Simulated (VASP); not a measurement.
# LiF (P6_3/mmc) in VASP: a series of runs

The runs below take LiF through single point, with PBE.

Program: VASP 6.6.1. These are calculated values, not measurements. Logs are shortened: lines on timing, memory, paths and dates and some standing lists are left out, and cuts for length are marked.

## (1) The cell of the first run

It takes space group P6_3/mmc (No. 194, hexagonal). Conventional cell: a = 3.261 Å, b = 3.261 Å, c = 4.012 Å, α = 90.00°, β = 90.00°, γ = 120.00°. Li (site symmetry -6m2) has 5 F at 1.88 to 2.01 Å within 2.5 Å. F (site symmetry -6m2) has 5 Li at 1.88 to 2.01 Å within 2.5 Å.

## (2) Single point, PBE (volume changed by -6%)

File INCAR:

```
SYSTEM = LiF
PREC = Accurate ; ENCUT = 520
EDIFF = 1E-6 ; ISMEAR = 0
SIGMA = 0.01 ; LREAL = .False.
LASPH = .True. ; NELM = 80
ALGO = Normal ; ISIF = 2
LWAVE = .False. ; LCHARG = .False.
GGA = PE ; NBANDS = 18
```

File KPOINTS:

```
Automatic mesh
0
Gamma
  9 9 6
  0 0 0
```

File POSCAR:

```
LiF
1.0
    3.2612686105      0.0000000000      0.0000000000
   -1.6306343053      2.8243414653      0.0000000000
    0.0000000000      0.0000000000      4.0121731595
Li F
2 2
Direct
    0.3333333333      0.6666666667      0.2500000000
    0.6666666667      0.3333333333      0.7500000000
    0.6666666667      0.3333333333      0.2500000000
    0.3333333333      0.6666666667      0.7500000000
```

Potentials or basis: VASP PAW PBE potentials, release 64 (Li_sv, F).

Launch:

```sh
$ cat potpaw_PBE.64/Li_sv/POTCAR potpaw_PBE.64/F/POTCAR > POTCAR
$ mpirun -np 1 vasp_std > vasp.out
```

OUTCAR:

```text
SYSTEM = LiF
   PREC = Accurate
   ENCUT = 520
   EDIFF = 1E-6
   ISMEAR = 0
   LREAL = .False.
   LASPH = .True.
   NELM = 80
   ISIF = 2
   GGA = PE

 ion  position               nearest neighbor table
   1  0.333  0.667  0.250-   3 1.88   3 1.88   3 1.88   4 2.01   4 2.01
   2  0.667  0.333  0.750-   4 1.88   4 1.88   4 1.88   3 2.01   3 2.01
   3  0.667  0.333  0.250-   1 1.88   1 1.88   1 1.88   2 2.01   2 2.01
   4  0.333  0.667  0.750-   2 1.88   2 1.88   2 1.88   1 2.01   1 2.01

  LATTYP: Found a hexagonal cell.
 ALAT       =     3.2612686105
 C/A-ratio  =     1.2302492185

  Lattice vectors:

 A1 = (   3.2612686105,   0.0000000000,   0.0000000000)
 A2 = (  -1.6306343053,   2.8243414653,   0.0000000000)
 A3 = (   0.0000000000,   0.0000000000,   4.0121731595)

Analysis of symmetry for initial positions (statically):
=====================================================================
 Subroutine PRICEL returns:
 Original cell was already a primitive cell.

 Routine SETGRP: Setting up the symmetry group for a
 hexagonal supercell.

 Subroutine GETGRP returns: Found 24 space group operations
 (whereof 12 operations were pure point group operations)
 out of a pool of 24 trial point group operations.

The static configuration has the point symmetry D_3d.
 The point group associated with its full space group is D_6h.

Analysis of symmetry for dynamics (positions and initial velocities):
=====================================================================
 Subroutine PRICEL returns:
 Original cell was already a primitive cell.

 Routine SETGRP: Setting up the symmetry group for a
 hexagonal supercell.

 Subroutine GETGRP returns: Found 24 space group operations
 (whereof 12 operations were pure point group operations)
 out of a pool of 24 trial point group operations.

The dynamic configuration has the point symmetry D_3d.
 The point group associated with its full space group is D_6h.

 Subroutine INISYM returns: Found 24 space group operations
 (whereof 12 operations are pure point group operations),
 and found     1 'primitive' translations

----------------------------------------------------------------------------------------

                                     Primitive cell

  volume of cell :      36.9559

  direct lattice vectors                    reciprocal lattice vectors
     3.261268611  0.000000000  0.000000000     0.306629143  0.177032418  0.000000000
    -1.630634305  2.824341465  0.000000000     0.000000000  0.354064837  0.000000000
     0.000000000  0.000000000  4.012173159     0.000000000  0.000000000  0.249241486

  length of vectors
     3.261268611  3.261268611  4.012173159     0.354064837  0.354064837  0.249241486

  position of ions in fractional coordinates (direct lattice)
     0.333333333  0.666666667  0.250000000
     0.666666667  0.333333333  0.750000000
     0.666666667  0.333333333  0.250000000
     0.333333333  0.666666667  0.750000000

  ion indices of the primitive-cell ions
   primitive index   ion index
                 1           1
                 2           2
                 3           3
                 4           4

----------------------------------------------------------------------------------------

 KPOINTS: Automatic mesh

Automatic generation of k-mesh.
 Grid dimensions read from file:
 generate k-points for:    9    9    6

 Generating k-lattice:

  Cartesian coordinates                     Fractional coordinates (reciprocal lattice)
     0.034069905  0.019670269  0.000000000     0.111111111  0.000000000  0.000000000
     0.000000000  0.039340537  0.000000000     0.000000000  0.111111111  0.000000000
     0.000000000  0.000000000  0.041540248     0.000000000  0.000000000  0.166666667

  Length of vectors
     0.039340537  0.039340537  0.041540248

  Shift w.r.t. Gamma in fractional coordinates (k-lattice)
     0.000000000  0.000000000  0.000000000

 Subroutine IBZKPT returns following result:
 ===========================================

 Found     48 irreducible k-points:

 Following reciprocal coordinates:
            Coordinates               Weight
  0.000000  0.000000  0.000000      1.000000
  0.111111 -0.000000  0.000000      6.000000
  0.222222  0.000000  0.000000      6.000000
  0.333333  0.000000  0.000000      6.000000
  0.444444  0.000000  0.000000      6.000000
  0.111111  0.111111  0.000000      6.000000
[... 16 lines left out ...]
  0.333333  0.222222  0.166667     24.000000
  0.333333  0.333333  0.166667      4.000000
 [... further k-points ...]
   k-points           NKPTS =     48   k-points in BZ     NKDIM =     48   number of bands    NBANDS=     18
   number of dos      NEDOS =    301   number of ions     NIONS =      4
   total plane-waves  NPLWV =  17280
   dimension x,y,z NGX =    24 NGY =   24 NGZ =   30
   dimension x,y,z NGXF=    48 NGYF=   48 NGZF=   60
   ions per type =               2   2
   NGX,Y,Z   is equivalent  to a cutoff of  12.23, 12.23, 12.43 a.u.
   NGXF,Y,Z  is equivalent  to a cutoff of  24.47, 24.47, 24.86 a.u.
 SYSTEM =  LiF
   PREC   = accura    normal or accurate (medium, high low for compatibility)
   ISTART =      0    job   : 0-new  1-cont  2-samecut
   ICHARG =      2    charge: 1-file 2-atom 10-const
   ISPIN  =      1    spin polarized calculation?
   LNONCOLLINEAR =      F non collinear calculations
   LSORBIT =      F    spin-orbit coupling
   LASPH  =      T    aspherical Exc in radial PAW
   ENCUT  =  520.0 eV  38.22 Ry    6.18 a.u.   6.06  6.06  7.46*2*pi/ulx,y,z
   NELM   =     80;   NELMIN=  2; NELMDL= -5     # of ELM steps
   EDIFF  = 0.1E-05   stopping-criterion for ELM
   LREAL  =      F    real-space projection
   EDIFFG = 0.1E-04   stopping-criterion for IOM
   NSW    =      0    number of steps for IOM
   IBRION =     -1    ionic relax: 0-MD 1-quasi-New 2-CG
   NFREE  =      0    steps in history (QN), initial steepest desc. (CG)
   ISIF   =      2    stress and relaxation
   ISYM   =      2    0-nonsym 1-usesym 2-fastsym
   POTIM  = 0.5000    time-step for ionic-motion
   TEBEG  =    0.0;   TEEND  =   0.0 temperature during run
   PSTRESS=    0.0 pullay stress
   NELECT =      20.0000    total number of electrons
   NUPDOWN=      -1.0000    fix difference up-down
   EMIN   =  10.00;   EMAX   =-10.00  energy-range for DOS
   EFERMI =   0.00;   METHOD = LEGACY
   ISMEAR =     0;   SIGMA  =   0.01  broadening in eV -4-tet -1-fermi 0-gaus
   EFERMI_NEDOS =   21; number of points for ismear=-14 and -15
   IALGO  =     38    algorithm
   IMIX   =      4    mixing-type and parameters
     AMIX     =   0.40;   BMIX     =  1.00
     AMIX_MAG =   1.60;   BMIX_MAG =  1.00
  volume/ion in A,a.u.               =       9.24        62.35
  Fermi-wavevector in a.u.,A,eV,Ry     =   1.334106  2.521095 24.216179  1.779839
  Thomas-Fermi vector in A             =   2.462913
   LORBIT       =      0    0 simple, 1 ext, 2 COOP (PROOUT), +10 PAW based schemes
   GGA     = PE    functional components
   LHFCALC =     F    Hartree Fock is set to
   AEXX    =    0.0000 exact exchange contribution
   IVDW    =     0    specifies the selected vdW correction
   LEPSILON=     F    determine dielectric tensor
   LRPA    =     F    only Hartree local field effects (RPA)
 non-spin polarized calculation
 Gauss-broadening in eV      SIGMA  =   0.01
  energy-cutoff  :      520.00
  volume of cell :       36.96
 maximum number of plane-waves:      1032
   NGX = 13   NGY = 13   NGZ = 15

 number of electron      20.0000017 magnetization

 Free energy of the ion-electron system (eV)
  ---------------------------------------------------
  ext. energy  EPLUGINS =         0.00000000
  ---------------------------------------------------
  free energy    TOTEN  =       -19.25490273 eV

  energy without entropy =      -19.25490273  energy(sigma->0) =      -19.25490273

 E-fermi :  -1.4764     XC(G=0):  -9.1809

 val. band max:       -1.7195626377   @ k =   0.0000   0.0000   0.0000
 cond. band min:       6.1300853663   @ k =   0.0000   0.0000   0.0000
 fundamental gap:      7.8496480040
 Fermi energy:        -1.4764049039

 k-point     1 :       0.0000    0.0000    0.0000
  band No.  band energies     occupation
      1     -42.5448      2.00000
      2     -42.4618      2.00000
      3     -21.6655      2.00000
      4     -20.9972      2.00000
      5      -4.6616      2.00000
      6      -3.0075      2.00000
[... 10 lines left out ...]
     17      16.5990      0.00000
     18      22.3898      0.00000

 k-point     2 :       0.1111   -0.0000    0.0000
  band No.  band energies     occupation
      1     -42.5409      2.00000
      2     -42.4623      2.00000
      3     -21.6471      2.00000
      4     -21.0150      2.00000
      5      -4.5721      2.00000
      6      -3.0897      2.00000
[... 10 lines left out ...]
     17      16.9607      0.00000
     18      20.4972      0.00000

 k-point     3 :       0.2222    0.0000    0.0000
  band No.  band energies     occupation
      1     -42.5305      2.00000
      2     -42.4644      2.00000
      3     -21.5955      2.00000
      4     -21.0664      2.00000
      5      -4.3197      2.00000
      6      -3.3429      2.00000
[... 10 lines left out ...]
     17      17.8179      0.00000
     18      18.3197      0.00000

 k-point     4 :       0.3333    0.0000    0.0000
  band No.  band energies     occupation
      1     -42.5166      2.00000
      2     -42.4688      2.00000
      3     -21.5197      2.00000
      4     -21.1407      2.00000
      5      -3.9575      2.00000
      6      -3.6908      2.00000
[... 375 lines left out ...]
      4     -21.2095      2.00000
      5      -4.0412      2.00000
      6      -3.8391      2.00000
[... 10 lines left out ...]
     17      17.7650      0.00000
     18      18.7842      0.00000

 k-point    23 :       0.3333    0.2222    0.1667
  band No.  band energies     occupation
      1     -42.4960      2.00000
      2     -42.4797      2.00000
      3     -21.3988      2.00000
      4     -21.2724      2.00000
      5      -4.2855      2.00000
      6      -3.6067      2.00000
[... 10 lines left out ...]
     17      17.8742      0.00000
     18      18.8599      0.00000

 k-point    24 :       0.3333    0.3333    0.1667
  band No.  band energies     occupation
      1     -42.4871      2.00000
      2     -42.4871      2.00000
      3     -21.3349      2.00000
      4     -21.3349      2.00000
      5      -4.3934      2.00000
      6      -3.3872      2.00000
[... 10 lines left out ...]
     17      18.0051      0.00000
     18      19.2150      0.00000

 [... further k-points ...]
[... 5 lines left out ...]
  --------------------------------------------------------------------------------------
  -------------------------------------------------------------------------------------
  Total        0.8625725      0.8625725      0.8010845     -0.0000000     -0.0000000      0.0000000
  in kB       37.3957916     37.3957916     34.7300538     -0.0000000     -0.0000000      0.0000000
  external PRESSURE =      36.5072124 kB  Pullay stress =       0.0000000 kB

 VOLUME and BASIS-vectors are now :
 -----------------------------------------------------------------------------
  energy-cutoff  :      520.00
  volume of cell :       36.96
      direct lattice vectors                 reciprocal lattice vectors
     3.261268611  0.000000000  0.000000000     0.306629143  0.177032418  0.000000000
    -1.630634305  2.824341465  0.000000000     0.000000000  0.354064837  0.000000000
     0.000000000  0.000000000  4.012173159     0.000000000  0.000000000  0.249241486

 POSITION                                       TOTAL-FORCE (eV/Angst)
 -----------------------------------------------------------------------------------
     -0.00000      1.88289      1.00304         0.000000     -0.000000      0.000000
      1.63063      0.94145      3.00913        -0.000000      0.000000      0.000000
      1.63063      0.94145      1.00304         0.000000     -0.000000      0.000000
     -0.00000      1.88289      3.00913        -0.000000      0.000000      0.000000
 -----------------------------------------------------------------------------------
    total drift:                                0.000000     -0.000000      0.000000

  FREE ENERGIE OF THE ION-ELECTRON SYSTEM (eV)
  ---------------------------------------------------
  free  energy   TOTEN  =       -19.2549027286 eV

  energy  without entropy=      -19.2549027286  energy(sigma->0) =      -19.25490273
```

Run time: 16 s. Hardware: 1 thread of Intel Xeon 6975P-C, shared host; peak memory 0.15 GiB.

What came out:

```yaml
Free_energy: -19.2549 eV
Band_gap_on_the_k_mesh: 7.85 eV, direct
```

Caveat: the cell differs from its parent crystal (volume changed by -6%); the cutoff is under 1.25 times the usual one of these potentials, so pressure, stress and relaxed cells hold a basis-set (Pulay) error. A k mesh can miss the band edges.

## (3) Single point, PBE (volume changed by -3%)

File INCAR:

```
SYSTEM = LiF
  ALGO = Normal
  EDIFF = 1E-6
  ENCUT = 520
  GGA = PE
  ISIF = 2
  ISMEAR = 0
  LASPH = .True.
  LCHARG = .False.
  LREAL = .False.
  LWAVE = .False.
  NBANDS = 18
  NELM = 60
  PREC = Accurate
  SIGMA = 0.01
```

File KPOINTS:

```
k-points
0
Gamma
  9 9 6
  0 0 0
```

File POSCAR:

```
LiF
1.0
    3.2956002767      0.0000000000      0.0000000000
   -1.6478001384      2.8540735604      0.0000000000
    0.0000000000      0.0000000000      4.0544096651
Li F
2 2
Direct
    0.3333333333      0.6666666667      0.2500000000
    0.6666666667      0.3333333333      0.7500000000
    0.6666666667      0.3333333333      0.2500000000
    0.3333333333      0.6666666667      0.7500000000
```

Potentials or basis: VASP PAW PBE potentials, release 64 (Li_sv, F).

Launch:

```sh
$ cat potpaw_PBE.64/Li_sv/POTCAR potpaw_PBE.64/F/POTCAR > POTCAR
$ mpirun -np 1 vasp_std > vasp.out
```

It took 35 s on 1 thread of Intel Xeon 6975P-C, shared host; peak memory 0.16 GiB.

It converged, with:

```
Free energy            : -19.2770 eV
Band gap on the k mesh : 7.69 eV, direct
```

Levels at points of the mesh, in eV from the valence-band top:
```csv
k point,band 8,band 9,band 10,band 11,band 12,band 13
"(0.00, 0.00, 0.00)",-0.48,-0.48,0.00,7.69,14.48,16.13
"(0.00, 0.00, 0.50)",-0.85,-0.85,-0.85,10.15,10.15,16.78
```

Caveat: the cell differs from its parent crystal (volume changed by -3%); the cutoff is under 1.25 times the usual one of these potentials, so pressure, stress and relaxed cells hold a basis-set (Pulay) error.

## (4) Single point, PBE

This run uses another cell than the first one, of 9.83 Å³/atom, 1.064 times its volume.

File INCAR:

```
PREC = Accurate
ENCUT = 520
EDIFF = 1E-6
ISMEAR = 0
SIGMA = 0.01
LREAL = False
LASPH = True
NELM = 80
ALGO = Normal
ISIF = 2
LWAVE = False
LCHARG = False
GGA = PE
NBANDS = 18
```

File KPOINTS:

```
Automatic mesh
0
Gamma
  9 9 6
```

File POSCAR:

```
LiF
1.0
    3.3292311738      0.0000000000      0.0000000000
   -1.6646155869      2.8831987715      0.0000000000
    0.0000000000      0.0000000000      4.0957840499
Li F
2 2
Direct
    0.3333333333      0.6666666667      0.2500000000
    0.6666666667      0.3333333333      0.7500000000
    0.6666666667      0.3333333333      0.2500000000
    0.3333333333      0.6666666667      0.7500000000
```

Launch:

```sh
$ cat potpaw_PBE.64/Li_sv/POTCAR potpaw_PBE.64/F/POTCAR > POTCAR
$ mpirun -np 1 vasp_std > vasp.out
```

It took 26 s on 1 thread of Intel Xeon 6975P-C, shared host; peak memory 0.17 GiB.

It converged, with:

```
Free energy            : -19.2845 eV
Band gap on the k mesh : 7.53 eV, direct
```

Levels at points of the mesh, in eV from the valence-band top:
```tsv
k point	band 6	band 7	band 8	band 9	band 10	band 11	band 12	band 13	band 14	band 15
(0.00, 0.00, 0.00)	-1.18	-1.18	-0.46	-0.46	0.00	7.53	14.23	15.85	16.39	16.39
(0.00, 0.00, 0.50)	-1.30	-0.82	-0.82	-0.82	-0.82	9.96	9.96	16.58	16.58	16.58
```

Caveat: the cutoff is under 1.25 times the usual one of these potentials, so pressure, stress and relaxed cells hold a basis-set (Pulay) error. A k mesh can miss the band edges.

## (5) Overview

```tsv
cell	gap on the mesh (eV)
a = 3.261, b = 3.261, c = 4.012 Å, angles 90.0, 90.0, 120.0°, 4 atoms	7.85
a = 3.296, b = 3.296, c = 4.054 Å, angles 90.0, 90.0, 120.0°, 4 atoms	7.69
a = 3.329, b = 3.329, c = 4.096 Å, angles 90.0, 90.0, 120.0°, 4 atoms	7.53
```

Alike in all rows: task single point; level PBE; potentials or basis VASP PAW PBE potentials, release 64 (Li_sv, F); no spin polarisation; k mesh 9 × 9 × 6; cutoff (eV) 520; smearing gaussian 0.01 eV.

Caveats: the cutoff is under 1.25 times the usual one of these potentials, so pressure, stress and relaxed cells hold a basis-set (Pulay) error.

Absolute energies hang on the potentials; compare differences alone.
